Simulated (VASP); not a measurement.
Input of a VASP 6.6.1 run:

File INCAR:

```
PREC = Accurate
ENCUT = 520
EDIFF = 1E-7
ISMEAR = 0
SIGMA = 0.05
LREAL = F
LASPH = T
NELM = 80
ALGO = Normal
ISIF = 2
LWAVE = F
LCHARG = T
GGA = PS
LELF = T
LVHAR = T
NBANDS = 35
```

Contents of KPOINTS:

```
regular mesh
0
Gamma
  6 6 6
```

POSCAR

```
Al2O3
1.0
    2.5032663946      1.4452615268      3.9429783403
   -2.5032663946      1.4452615268      3.9429783403
    0.0000000000     -2.8905230535      3.9429783403
Al O
4 6
Direct
    0.8558773135      0.8558773135      0.8558773135
    0.6441226865      0.6441226865      0.6441226865
    0.1441226865      0.1441226865      0.1441226865
    0.3558773135      0.3558773135      0.3558773135
    0.0558571577      0.4441428423      0.7500000000
    0.7500000000      0.0558571577      0.4441428423
    0.4441428423      0.7500000000      0.0558571577
    0.9441428423      0.5558571577      0.2500000000
    0.2500000000      0.9441428423      0.5558571577
    0.5558571577      0.2500000000      0.9441428423
```

Potentials or basis: VASP PAW PBE potentials, release 64 (Al, O).

Launch:

```bash
$ cat potpaw_PBE.64/Al/POTCAR potpaw_PBE.64/O/POTCAR > POTCAR
$ mpirun -np 1 vasp_std > vasp.out
```

(1) Estimate the largest force.

(2) What does it give for the band gap on the k mesh?

(3) What does it give for the pressure?

Answers

(1) 0.386 eV/Å.

(2) 4.49 eV, direct.

(3) -1.1 GPa.

Caveat: the PAW data sets were made with another functional, which shifts forces and pressure a little.
